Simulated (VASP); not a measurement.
# Al3Ni2 (P-3m1) in VASP: notebook

Runs on Al3Ni2. Level: r2SCAN. Tasks: single point.

Program: VASP 6.6.1. These are calculated values, not measurements. Logs are shortened: lines on timing, memory, paths and dates and some standing lists are left out, and cuts for length are marked.

### 1 The cell of the first run

Symmetry: P-3m1, No. 164, trigonal system. Conventional cell: a = 4.140 Å, b = 4.140 Å, c = 5.008 Å, α = 90.00°, β = 90.00°, γ = 120.00°. Al (site symmetry -3m) has 6 Ni at 2.50 Å and 6 Al at 2.96 Å within 3.3 Å. Al (site symmetry 3m) has 5 Ni at 2.47 to 2.60 Å and 6 Al at 2.83 to 2.96 Å within 3.3 Å. Ni (site symmetry 3m) has 8 Al at 2.47 to 2.60 Å and 3 Ni at 2.80 Å within 3.3 Å.

### 2 Single point, r2SCAN (14.87 Å³/atom)

POSCAR

```
Al3Ni2
1.0
    4.1401743514      0.0000000000      0.0000000000
   -2.0700871757      3.5854961644      0.0000000000
    0.0000000000      0.0000000000      5.0084853929
Al Ni
3 2
Direct
    0.0000000000      0.0000000000      0.0000000000
    0.3333333333      0.6666666667      0.6505134238
    0.6666666667      0.3333333333      0.3494865762
    0.3333333333      0.6666666667      0.1446346980
    0.6666666667      0.3333333333      0.8553653020
```

INCAR.step1

```
PREC     = Accurate       # precision mode
ENCUT    = 660            # plane-wave cutoff, eV
ISMEAR   = 0              # smearing method
SIGMA    = 0.1            # smearing width, eV
LREAL    = F              # projectors in reciprocal space
LASPH    = T              # aspherical terms in the spheres
NELM     = 120            # most SCF steps
NBANDS   = 22             # bands
GGA      = PE             # functional
ALGO     = Normal         # electronic algorithm
EDIFF    = 1E-5           # SCF threshold, eV
LWAVE    = T              # write WAVECAR
LCHARG   = F              # write CHGCAR
GGA_COMPAT= F
```

INCAR.step2

```
PREC     = Accurate       # precision mode
ENCUT    = 660            # plane-wave cutoff, eV
EDIFF    = 1E-6           # SCF threshold, eV
ISMEAR   = 0              # smearing method
SIGMA    = 0.1            # smearing width, eV
LREAL    = F              # projectors in reciprocal space
LASPH    = T              # aspherical terms in the spheres
NELM     = 120            # most SCF steps
ALGO     = Normal         # electronic algorithm
ISIF     = 2              # what is computed and relaxed
LWAVE    = F              # write WAVECAR
LCHARG   = F              # write CHGCAR
METAGGA  = R2SCAN         # meta-GGA
LMIXTAU  = T            
NBANDS   = 22             # bands
ISTART   = 1            
GGA_COMPAT= F
```

KPOINTS

```
regular mesh
0
Gamma
  12 12 8
```

Potentials or basis: VASP PAW PBE potentials, release 64 (Al, Ni).

Launch:

```sh
$ cat potpaw_PBE.64/Al/POTCAR potpaw_PBE.64/Ni/POTCAR > POTCAR
$ cp INCAR.step1 INCAR
$ mpirun -np 1 vasp_std > vasp.out
$ cp INCAR.step2 INCAR
$ mpirun -np 1 vasp_std > vasp.out
```

OUTCAR:

```text
PREC = Accurate
   ENCUT = 660
   EDIFF = 1E-6
   ISMEAR = 0
   LREAL = F
   LASPH = T
   NELM = 120
   ISIF = 2
   METAGGA = R2SCAN
   ISTART = 1

 ion  position               nearest neighbor table
   1  0.000  0.000  0.000-   4 2.50   5 2.50   4 2.50   5 2.50   5 2.50   4 2.50   2 2.96   3 2.96
                             2 2.96   3 2.96   2 2.96   3 2.96
   2  0.333  0.667  0.651-   4 2.47   4 2.53   5 2.60   5 2.60   5 2.60   3 2.83   3 2.83   3 2.83
                             1 2.96   1 2.96   1 2.96
   3  0.667  0.333  0.349-   5 2.47   5 2.53   4 2.60   4 2.60   4 2.60   2 2.83   2 2.83   2 2.83
                             1 2.96   1 2.96   1 2.96
   4  0.333  0.667  0.145-   2 2.47   1 2.50   1 2.50   1 2.50   2 2.53   3 2.60   3 2.60   3 2.60
                             5 2.80   5 2.80   5 2.80
   5  0.667  0.333  0.855-   3 2.47   1 2.50   1 2.50   1 2.50   3 2.53   2 2.60   2 2.60   2 2.60
                             4 2.80   4 2.80   4 2.80

  LATTYP: Found a hexagonal cell.
 ALAT       =     4.1401743514
 C/A-ratio  =     1.2097281341

  Lattice vectors:

 A1 = (   4.1401743514,   0.0000000000,   0.0000000000)
 A2 = (  -2.0700871757,   3.5854961644,   0.0000000000)
 A3 = (   0.0000000000,   0.0000000000,   5.0084853929)

Analysis of symmetry for initial positions (statically):
=====================================================================
 Subroutine PRICEL returns:
 Original cell was already a primitive cell.

 Routine SETGRP: Setting up the symmetry group for a
 hexagonal supercell.

 Subroutine GETGRP returns: Found 12 space group operations
 (whereof 12 operations were pure point group operations)
 out of a pool of 24 trial point group operations.

The static configuration has the point symmetry D_3d.

Analysis of symmetry for dynamics (positions and initial velocities):
=====================================================================
 Subroutine PRICEL returns:
 Original cell was already a primitive cell.

 Routine SETGRP: Setting up the symmetry group for a
 hexagonal supercell.

 Subroutine GETGRP returns: Found 12 space group operations
 (whereof 12 operations were pure point group operations)
 out of a pool of 24 trial point group operations.

The dynamic configuration has the point symmetry D_3d.

 Subroutine INISYM returns: Found 12 space group operations
 (whereof 12 operations are pure point group operations),
 and found     1 'primitive' translations

----------------------------------------------------------------------------------------

                                     Primitive cell

  volume of cell :      74.3489

  direct lattice vectors                    reciprocal lattice vectors
     4.140174351  0.000000000  0.000000000     0.241535722  0.139450714  0.000000000
    -2.070087176  3.585496164  0.000000000     0.000000000  0.278901428  0.000000000
     0.000000000  0.000000000  5.008485393     0.000000000  0.000000000  0.199661159

  length of vectors
     4.140174351  4.140174351  5.008485393     0.278901428  0.278901428  0.199661159

  position of ions in fractional coordinates (direct lattice)
     0.000000000  0.000000000  0.000000000
     0.333333333  0.666666667  0.650513424
     0.666666667  0.333333333  0.349486576
     0.333333333  0.666666667  0.144634698
     0.666666667  0.333333333  0.855365302

  ion indices of the primitive-cell ions
   primitive index   ion index
                 1           1
                 2           2
                 3           3
                 4           4
                 5           5

----------------------------------------------------------------------------------------

 KPOINTS: regular mesh

Automatic generation of k-mesh.
 Grid dimensions read from file:
 generate k-points for:   12   12    8

 Generating k-lattice:

  Cartesian coordinates                     Fractional coordinates (reciprocal lattice)
     0.020127977  0.011620893  0.000000000     0.083333333 -0.000000000  0.000000000
     0.000000000  0.023241786  0.000000000     0.000000000  0.083333333  0.000000000
     0.000000000  0.000000000  0.024957645     0.000000000  0.000000000  0.125000000

  Length of vectors
     0.023241786  0.023241786  0.024957645

  Shift w.r.t. Gamma in fractional coordinates (k-lattice)
     0.000000000  0.000000000  0.000000000

 Subroutine IBZKPT returns following result:
 ===========================================

 Found    131 irreducible k-points:

 Following reciprocal coordinates:
            Coordinates               Weight
  0.000000  0.000000  0.000000      1.000000
  0.083333 -0.000000  0.000000      6.000000
  0.166667  0.000000  0.000000      6.000000
  0.250000  0.000000  0.000000      6.000000
  0.333333 -0.000000  0.000000      6.000000
  0.416667 -0.000000  0.000000      6.000000
[... 16 lines left out ...]
  0.166667  0.000000  0.125000      6.000000
  0.000000  0.166667  0.125000      6.000000
 [... further k-points ...]
[... 28 lines left out ...]
   PSTRESS=    0.0 pullay stress
   NELECT =      29.0000    total number of electrons
   NUPDOWN=      -1.0000    fix difference up-down
   EMIN   =  10.00;   EMAX   =-10.00  energy-range for DOS
   EFERMI =   0.00;   METHOD = LEGACY
   ISMEAR =     0;   SIGMA  =   0.10  broadening in eV -4-tet -1-fermi 0-gaus
   EFERMI_NEDOS =   21; number of points for ismear=-14 and -15
   IALGO  =     38    algorithm
   IMIX   =      4    mixing-type and parameters
     AMIX     =   0.40;   BMIX     =  1.00
     AMIX_MAG =   1.60;   BMIX_MAG =  1.00
  volume/ion in A,a.u.               =      14.87       100.35
  Fermi-wavevector in a.u.,A,eV,Ry     =   1.196142  2.260381 19.466612  1.430756
  Thomas-Fermi vector in A             =   2.332090
   LORBIT       =      0    0 simple, 1 ext, 2 COOP (PROOUT), +10 PAW based schemes
   METAGGA = R2SCAN    functional components
   LHFCALC =     F    Hartree Fock is set to
   AEXX    =    0.0000 exact exchange contribution
   IVDW    =     0    specifies the selected vdW correction
   LEPSILON=     F    determine dielectric tensor
   LRPA    =     F    only Hartree local field effects (RPA)
 non-spin polarized calculation
 Gauss-broadening in eV      SIGMA  =   0.10
  energy-cutoff  :      660.00
  volume of cell :       74.35
 maximum number of plane-waves:      2887
 NGX is ok and might be reduce to    36
   NGX = 17   NGY = 17   NGZ = 21

 number of electron      28.9999992 magnetization

 Free energy of the ion-electron system (eV)
  ---------------------------------------------------
  ext. energy  EPLUGINS =         0.00000000
  ---------------------------------------------------
  free energy    TOTEN  =       -47.08987969 eV

  energy without entropy =      -47.08355518  energy(sigma->0) =      -47.08671744

 E-fermi :   7.4083     XC(G=0): -11.5979

 val. band max:        7.4067860921   @ k =  -0.0833   0.2500   0.2500
 cond. band min:       7.4112704543   @ k =   0.0000   0.2500   0.2500
 fundamental gap:      0.0044843621
 Fermi energy:         7.4083259046

 k-point     1 :       0.0000    0.0000    0.0000
  band No.  band energies     occupation
      1      -3.0650      2.00000
      2       2.3270      2.00000
      3       2.6952      2.00000
      4       4.0671      2.00000
      5       4.0671      2.00000
      6       4.7006      2.00000
[... 14 lines left out ...]
     21      14.3148      0.00000
     22      14.3148      0.00000

 k-point     2 :       0.0833   -0.0000    0.0000
  band No.  band energies     occupation
      1      -2.9794      2.00000
      2       2.3806      2.00000
      3       2.7298      2.00000
      4       4.0208      2.00000
      5       4.0975      2.00000
      6       4.6472      2.00000
[... 14 lines left out ...]
     21      13.8024      0.00000
     22      13.9243      0.00000

 k-point     3 :       0.1667    0.0000    0.0000
  band No.  band energies     occupation
      1      -2.7237      2.00000
      2       2.5239      2.00000
      3       2.8010      2.00000
      4       3.8543      2.00000
      5       4.1877      2.00000
      6       4.4851      2.00000
[... 14 lines left out ...]
     21      13.3276      0.00000
     22      14.0828      0.00000
[... 476 lines left out ...]
 k-point    23 :       0.1667    0.0000    0.1250
  band No.  band energies     occupation
      1      -2.6293      2.00000
      2       1.7247      2.00000
      3       3.2293      2.00000
      4       3.9437      2.00000
      5       4.1967      2.00000
      6       4.5082      2.00000
[... 14 lines left out ...]
     21      13.5331      0.00000
     22      14.3958      0.00000

 k-point    24 :       0.0000    0.1667    0.1250
  band No.  band energies     occupation
      1      -2.6297      2.00000
      2       1.7257      2.00000
      3       3.3235      2.00000
      4       3.8431      2.00000
      5       4.1518      2.00000
      6       4.5137      2.00000
[... 14 lines left out ...]
     21      13.3483      0.00000
     22      13.8365      0.00000

 [... further k-points ...]
[... 5 lines left out ...]
  --------------------------------------------------------------------------------------
  -------------------------------------------------------------------------------------
  Total       -5.3132922     -5.3132922     -5.2913513      0.0000000     -0.0000000      0.0000000
  in kB     -114.4985481   -114.4985481   -114.0257340      0.0000000     -0.0000000      0.0000000
  external PRESSURE =    -114.3409434 kB  Pullay stress =       0.0000000 kB

 VOLUME and BASIS-vectors are now :
 -----------------------------------------------------------------------------
  energy-cutoff  :      660.00
  volume of cell :       74.35
      direct lattice vectors                 reciprocal lattice vectors
     4.140174351  0.000000000  0.000000000     0.241535722  0.139450714  0.000000000
    -2.070087176  3.585496164  0.000000000     0.000000000  0.278901428  0.000000000
     0.000000000  0.000000000  5.008485393     0.000000000  0.000000000  0.199661159

 POSITION                                       TOTAL-FORCE (eV/Angst)
 -----------------------------------------------------------------------------------
      0.00000      0.00000      0.00000         0.000000      0.000000      0.000000
     -0.00000      2.39033      3.25809         0.000000      0.000000      0.001556
      2.07009      1.19517      1.75040        -0.000000     -0.000000     -0.001556
     -0.00000      2.39033      0.72440        -0.000000      0.000000      0.015625
      2.07009      1.19517      4.28408         0.000000     -0.000000     -0.015625
 -----------------------------------------------------------------------------------
    total drift:                                0.000000      0.000000     -0.000000

  FREE ENERGIE OF THE ION-ELECTRON SYSTEM (eV)
  ---------------------------------------------------
  free  energy   TOTEN  =       -47.0898796909 eV

  energy  without entropy=      -47.0835551808  energy(sigma->0) =      -47.08671744
```

Wall time 32 min (1 thread of Intel Xeon 8259CL, shared host); peak memory 0.43 GiB.

Results:

```
Free energy            : -47.0899 eV
Pressure               : -11.4 GPa
Largest force          : 0.016 eV/Å
Band gap on the k mesh : zero (an odd number of electrons rules out a gap without spin polarisation)
```

Forces on the atoms (eV/Å):
```
Al   0.000  0.000  0.000
Al   0.000  0.000  0.002
Al   0.000  0.000 -0.002
Ni   0.000  0.000  0.016
Ni   0.000  0.000 -0.016
```

Levels at points of the mesh, in eV from the Fermi level:
| k point | band 13 | band 14 | band 15 | band 16 | band 17 | band 18 |
| --- | --- | --- | --- | --- | --- | --- |
| (0.00, 0.00, 0.00) | -1.18 | 1.22 | 1.22 | 3.05 | 3.05 | 4.41 |
| (0.50, 0.00, 0.00) | -1.42 | -1.42 | -1.21 | 1.31 | 1.91 | 2.32 |
| (0.00, 0.00, 0.50) | 2.69 | 2.69 | 2.86 | 2.86 | 3.40 | 4.09 |
| (0.50, 0.00, 0.50) | -1.56 | -0.97 | -0.36 | 1.52 | 2.18 | 3.04 |

Caveat: the cell stands under tension; the PAW data sets were made with another functional, which shifts forces and pressure a little. Spin polarisation is off, so any magnetic state and its effect on volume and gap are missing.

### 3 Single point, r2SCAN (13.92 Å³/atom)

This run uses another cell than the first one, of 13.92 Å³/atom.

POSCAR

```
Al3Ni2
1.0
    4.0476210858      0.0000000000      0.0000000000
   -2.0238105429      3.5053426852      0.0000000000
    0.0000000000      0.0000000000      4.9066887831
Al Ni
3 2
Direct
    0.0000000000      0.0000000000      0.0000000000
    0.3333333333      0.6666666667      0.6490158430
    0.6666666667      0.3333333333      0.3509841570
    0.3333333333      0.6666666667      0.1457308440
    0.6666666667      0.3333333333      0.8542691560
```

INCAR.step1

```
SYSTEM = Al3Ni2
  ALGO = Normal
  EDIFF = 1E-5
  ENCUT = 660
  GGA = PE
  GGA_COMPAT = .FALSE.
  ISMEAR = 0
  LASPH = .TRUE.
  LCHARG = .FALSE.
  LREAL = .FALSE.
  LWAVE = .TRUE.
  NBANDS = 22
  NELM = 120
  PREC = Accurate
  SIGMA = 0.1
```

INCAR.step2

```
SYSTEM = Al3Ni2
  ALGO = Normal
  EDIFF = 1E-6
  ENCUT = 660
  GGA_COMPAT = .FALSE.
  ISIF = 2
  ISMEAR = 0
  ISTART = 1
  LASPH = .TRUE.
  LCHARG = .FALSE.
  LMIXTAU = .TRUE.
  LREAL = .FALSE.
  LWAVE = .FALSE.
  METAGGA = R2SCAN
  NBANDS = 22
  NELM = 120
  PREC = Accurate
  SIGMA = 0.1
```

KPOINTS

```
k-points
0
G
  12 12 8
  0 0 0
```

Potentials or basis: VASP PAW PBE potentials, release 64 (Al, Ni).

Launch:

```sh
$ cat potpaw_PBE.64/Al/POTCAR potpaw_PBE.64/Ni/POTCAR > POTCAR
$ cp INCAR.step1 INCAR
$ mpirun -np 1 vasp_std > vasp.out
$ cp INCAR.step2 INCAR
$ mpirun -np 1 vasp_std > vasp.out
```

It took 10 min on 1 thread of Intel Xeon Platinum 8488C (Sapphire Rapids), shared host; peak memory 0.41 GiB.

It converged, with:

```
Free energy            : -47.3279 eV
Pressure               : -4.2 GPa
Largest force          : 0.019 eV/Å
Band gap on the k mesh : zero (an odd number of electrons rules out a gap without spin polarisation)
```

Forces on the atoms (eV/Å):
```
Al   0.000  0.000  0.000
Al   0.000  0.000  0.003
Al   0.000  0.000 -0.003
Ni   0.000  0.000  0.019
Ni   0.000  0.000 -0.019
```

Levels at points of the mesh, in eV from the Fermi level:
| k point | band 12 | band 13 | band 14 | band 15 | band 16 | band 17 | band 18 | band 19 |
| --- | --- | --- | --- | --- | --- | --- | --- | --- |
| (0.00, 0.00, 0.00) | -1.65 | -1.28 | 1.27 | 1.27 | 3.21 | 3.21 | 4.80 | 4.94 |
| (0.50, 0.00, 0.00) | -1.84 | -1.55 | -1.54 | -1.30 | 1.43 | 2.19 | 2.41 | 4.88 |
| (0.00, 0.00, 0.50) | -1.77 | 2.81 | 2.81 | 2.92 | 2.92 | 3.42 | 4.37 | 4.42 |
| (0.50, 0.00, 0.50) | -1.75 | -1.71 | -1.04 | -0.38 | 1.59 | 2.32 | 3.35 | 6.74 |

Caveat: the cell stands under tension; the PAW data sets were made with another functional, which shifts forces and pressure a little.

### 4 Single point, r2SCAN (14.33 Å³/atom)

This run uses another cell than the first one, of 14.33 Å³/atom.

POSCAR

```
Al3Ni2
1.0
    4.0877952073      0.0000000000      0.0000000000
   -2.0438976037      3.5401344950      0.0000000000
    0.0000000000      0.0000000000      4.9508365948
Al Ni
3 2
Direct
    0.0000000000      0.0000000000      0.0000000000
    0.3333333333      0.6666666667      0.6496347096
    0.6666666667      0.3333333333      0.3503652904
    0.3333333333      0.6666666667      0.1452921723
    0.6666666667      0.3333333333      0.8547078277
```

INCAR.step1

```
ALGO     = Normal         # electronic algorithm
EDIFF    = 1E-5           # SCF threshold, eV
ENCUT    = 660            # plane-wave cutoff, eV
GGA      = PE             # functional
GGA_COMPAT= F            
ISMEAR   = 0              # smearing method
LASPH    = T              # aspherical terms in the spheres
LCHARG   = F              # write CHGCAR
LREAL    = F              # projectors in reciprocal space
LWAVE    = T              # write WAVECAR
NBANDS   = 22             # bands
NELM     = 120            # most SCF steps
PREC     = Accurate       # precision mode
SIGMA    = 0.1            # smearing width, eV
```

INCAR.step2

```
ALGO     = Normal         # electronic algorithm
EDIFF    = 1E-6           # SCF threshold, eV
ENCUT    = 660            # plane-wave cutoff, eV
GGA_COMPAT= F            
ISIF     = 2              # what is computed and relaxed
ISMEAR   = 0              # smearing method
ISTART   = 1            
LASPH    = T              # aspherical terms in the spheres
LCHARG   = T              # write CHGCAR
LELF     = T              # ELF
LMIXTAU  = T            
LREAL    = F              # projectors in reciprocal space
LVHAR    = T            
LWAVE    = F              # write WAVECAR
METAGGA  = R2SCAN         # meta-GGA
NBANDS   = 22             # bands
NELM     = 120            # most SCF steps
PREC     = Accurate       # precision mode
SIGMA    = 0.1            # smearing width, eV
```

KPOINTS

```
k-points
0
Gamma
  12 12 8
```

Launch:

```sh
$ cat potpaw_PBE.64/Al/POTCAR potpaw_PBE.64/Ni/POTCAR > POTCAR
$ cp INCAR.step1 INCAR
$ mpirun -np 1 vasp_std > vasp.out
$ cp INCAR.step2 INCAR
$ mpirun -np 1 vasp_std > vasp.out
```

Wall time 11 min (1 thread of Intel Xeon Platinum 8488C (Sapphire Rapids), shared host); peak memory 0.42 GiB.

It converged, with:

| Property | Result |
| --- | --- |
| Free energy | -47.2520 eV |
| Pressure | -7.6 GPa |
| Largest force | 0.017 eV/Å |
| Band gap on the k mesh | zero (an odd number of electrons rules out a gap without spin polarisation) |

Forces on the atoms (eV/Å):
```
Al   0.000  0.000  0.000
Al   0.000  0.000  0.003
Al   0.000  0.000 -0.003
Ni   0.000  0.000  0.017
Ni   0.000  0.000 -0.017
```

Levels at points of the mesh, in eV from the Fermi level:
```tsv
k point	band 11	band 12	band 13	band 14	band 15	band 16	band 17	band 18	band 19	band 20
(0.00, 0.00, 0.00)	-1.59	-1.59	-1.24	1.25	1.25	3.14	3.14	4.63	4.72	7.11
(0.50, 0.00, 0.00)	-2.03	-1.77	-1.49	-1.48	-1.26	1.37	2.07	2.37	4.81	5.33
(0.00, 0.00, 0.50)	-1.70	-1.70	2.76	2.76	2.89	2.89	3.42	4.25	4.28	4.28
(0.50, 0.00, 0.50)	-1.82	-1.68	-1.64	-1.01	-0.37	1.56	2.26	3.21	6.66	7.44
```

Caveat: the cell stands under tension; the PAW data sets were made with another functional, which shifts forces and pressure a little. Spin polarisation is off, so any magnetic state and its effect on volume and gap are missing.

### 5 Overview

| cell | gap on the mesh (eV) | pressure (GPa) | largest force (eV/Å) |
| --- | --- | --- | --- |
| a = 4.140, b = 4.140, c = 5.008 Å, angles 90.0, 90.0, 120.0°, 5 atoms, atomic positions A | none | -11.4 | 0.02 |
| a = 4.048, b = 4.048, c = 4.907 Å, angles 90.0, 90.0, 120.0°, 5 atoms, atomic positions B | none | -4.2 | 0.02 |
| a = 4.088, b = 4.088, c = 4.951 Å, angles 90.0, 90.0, 120.0°, 5 atoms, atomic positions C | none | -7.6 | 0.02 |

Alike in all rows: task single point; level r2SCAN; potentials or basis VASP PAW PBE potentials, release 64 (Al, Ni); no spin polarisation; k mesh 12 × 12 × 8; cutoff (eV) 660; smearing gaussian 0.1 eV.

Caveats: the cell stands under tension; the PAW data sets were made with another functional, which shifts forces and pressure a little.

Total energies depend on the potentials used, so only differences within one code and one set of settings carry meaning.

The gap in the log of VASP goes by the Fermi energy; the results here count the filled bands.